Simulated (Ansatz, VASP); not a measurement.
Given: the input of a run of Ansatz 0.2.0 on PbSe.

input.yaml

```yaml
crystal:
  lattice:
    - [0.0, 2.9981702236, 2.9981702236]
    - [2.9981702236, 0.0, 2.9981702236]
    - [2.9981702236, 2.9981702236, 0.0]
  atoms:
    - { symbol: Pb, position: [0.0, 0.0, 0.0] }
    - { symbol: Se, position: [0.5, 0.5, 0.5] }
hamiltonian:
  xc: lda
  pseudopotentials: { kind: paw }
kpoints:
  mp_grid: { grid: [8, 8, 8] }
scf:
  occupations: { method: fermi_dirac, width: 0.05 }
output:
  forces: true
  stress: true
  eigenvalues: true
```

Potentials or basis: Ansatz PAW.

Run with:

```bash
$ ansatz run input.yaml --threads 2 --pin off --max-ram 5120MiB --backend cpu --events-out ev --progress --plain --runs-dir out
```

Problem. Translate it to VASP 6.6.1. Potentials there: VASP PAW LDA potentials, release 64 (Pb_d, Se).

Solution. As run (the cutoff follows the program's own potentials):

INCAR

```
PREC = Accurate
ENCUT = 520
EDIFF = 1E-6
ISMEAR = -1
SIGMA = 0.05
LREAL = F
LASPH = T
NELM = 100
ALGO = Normal
ISIF = 2
LWAVE = F
LCHARG = F
GGA = CA
NBANDS = 17
```

File KPOINTS:

```
regular mesh
0
Gamma
  8 8 8
```

File POSCAR:

```
PbSe
1.0
    0.0000000000      2.9981702236      2.9981702236
    2.9981702236      0.0000000000      2.9981702236
    2.9981702236      2.9981702236      0.0000000000
Pb Se
1 1
Direct
    0.0000000000      0.0000000000      0.0000000000
    0.5000000000      0.5000000000      0.5000000000
```

Potentials or basis: VASP PAW LDA potentials, release 64 (Pb_d, Se).

Launch:

```console
$ cat potpaw_LDA.64/Pb_d/POTCAR potpaw_LDA.64/Se/POTCAR > POTCAR
$ mpirun -np 1 vasp_std > vasp.out
```

Both were run:

|  | VASP | Ansatz | Ansatz less VASP |
| --- | --- | --- | --- |
| gap on the k mesh at the Fermi level (eV) | 0.06 | 0.03 | -0.024 |
| least direct gap on the mesh (eV) | 0.06 | 0.03 | -0.024 |
| pressure (GPa) | 1.4 | 1.3 | -0.12 |

LDA's correlation is that of Perdew and Zunger in VASP and of Perdew and Wang (1992) in Ansatz. VASP's potentials hold 20 valence electrons a cell and Ansatz's 30, so a difference there can come from the potentials and not from the codes.

Neither program's run includes spin-orbit coupling.
